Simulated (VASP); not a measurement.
Set up this calculation in VASP 6.6.1, as the native input.

```yaml
Task: electric field gradients
Functional: PBEsol
Potentials_or_basis: VASP PAW PBE potentials, release 64 (Al, N)
Cutoff: 520 eV
k_mesh: 11 × 11 × 6
Occupations: fermi-dirac, width 0.02 eV
Spin: no spin polarisation
Dipole_correction: no
Further_INCAR_settings: ALGO = Normal; EDIFF = 1e-08; NBANDS = 16
```

The structure of AlN lies in POSCAR:

```
AlN
1.0
    3.1732221946      0.0000000000      0.0000000000
   -1.5866110973      2.7480910324      0.0000000000
    0.0000000000      0.0000000000      4.9780000000
Al N
2 2
Direct
    0.3333333333      0.6666666667      0.0000000000
    0.6666666667      0.3333333333      0.5000000000
    0.3333333333      0.6666666667      0.3850000000
    0.6666666667      0.3333333333      0.8850000000
```

This cell differs from its parent crystal: equal xx and yy strain of +2 %.

These files were run (other wordings do the same):

INCAR

```
PREC     = Accurate       # precision mode
ENCUT    = 520            # plane-wave cutoff, eV
EDIFF    = 1E-8           # SCF threshold, eV
ISMEAR   = -1             # smearing method
SIGMA    = 0.02           # smearing width, eV
LREAL    = False          # projectors in reciprocal space
LASPH    = True           # aspherical terms in the spheres
NELM     = 120            # most SCF steps
ALGO     = Normal         # electronic algorithm
ISIF     = 2              # what is computed and relaxed
LWAVE    = False          # write WAVECAR
LCHARG   = False          # write CHGCAR
GGA      = PS             # functional
LEFG     = True         
NBANDS   = 16             # bands
GGA_COMPAT= False
```

KPOINTS

```
Automatic mesh
0
Gamma
  11 11 6
```

Potentials or basis: VASP PAW PBE potentials, release 64 (Al, N).

Launch:

```sh
$ cat potpaw_PBE.64/Al/POTCAR potpaw_PBE.64/N/POTCAR > POTCAR
$ mpirun -np 1 vasp_std > vasp.out
```

Results of the run:

```yaml
Pressure: -7.2 GPa
Largest_force: 0.022 eV/Å
Band_gap_on_the_k_mesh: 3.70 eV
Largest_electric_field_gradient_by_atom: Al +3.6; N -3.4 V/Å²
```

Caveat: the cell differs from its parent crystal (equal xx and yy strain of +2 %); the stress differs along the axes, from -9 to -3 GPa; without QUAD_EFG the Cq values of the log hold for a quadrupole moment of 1 mb, not for the nuclei; the PAW data sets were made with another functional, which shifts forces and pressure a little.

Wall time 29 s on 1 thread of Intel Xeon 8259CL, on a shared host, peak memory 0.18 GiB.
